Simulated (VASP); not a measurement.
Here is a VASP 6.6.1 calculation.

Contents of INCAR:

```
SYSTEM = Ga
  AGGAC = 1.0
  AGGAX = 1.0
  ALDAC = 0.0
  ALDAX = 1.0
  ALGO = Fast
  EDIFF = 1E-6
  ENCUT = 520
  GGA = B5
  ISIF = 2
  ISMEAR = -1
  LASPH = .True.
  LCHARG = .False.
  LREAL = .False.
  LWAVE = .False.
  NBANDS = 20
  NELM = 80
  PREC = Accurate
  SIGMA = 0.05
```

KPOINTS

```
k-points
0
Gamma
  10 10 8
  0 0 0
```

The input POSCAR:

```
Ga
1.0
    1.3830000000     -4.0265000000      0.0000000000
    1.3830000000      4.0265000000      0.0000000000
   -0.1174474948      0.0000000000      3.3299294416
Ga
2
Direct
    0.1310000000      0.8690000000      0.7500000000
    0.8690000000      0.1310000000      0.2500000000
```

Potentials or basis: VASP PAW PBE potentials, release 64 (Ga_d).

Command:

```console
$ cat potpaw_PBE.64/Ga_d/POTCAR > POTCAR
$ mpirun -np 1 vasp_std > vasp.out
```

Problem. What does it give for the largest force?

Solution. 0.167 eV/Å.

Problem. What does it give for the pressure?

Solution. 7.0 GPa.

Problem. Predict the band gap on the k mesh.

Solution. Zero (band 13 reaches 10.06 eV, above the bottom of band 14 at 1.87 eV).

Stress tensor (GPa, compression positive):
```
7.37 0.00 0.34
0.00 7.11 0.00
0.34 0.00 6.49
```

Caveat: the PAW data sets were made with another functional, which shifts forces and pressure a little.
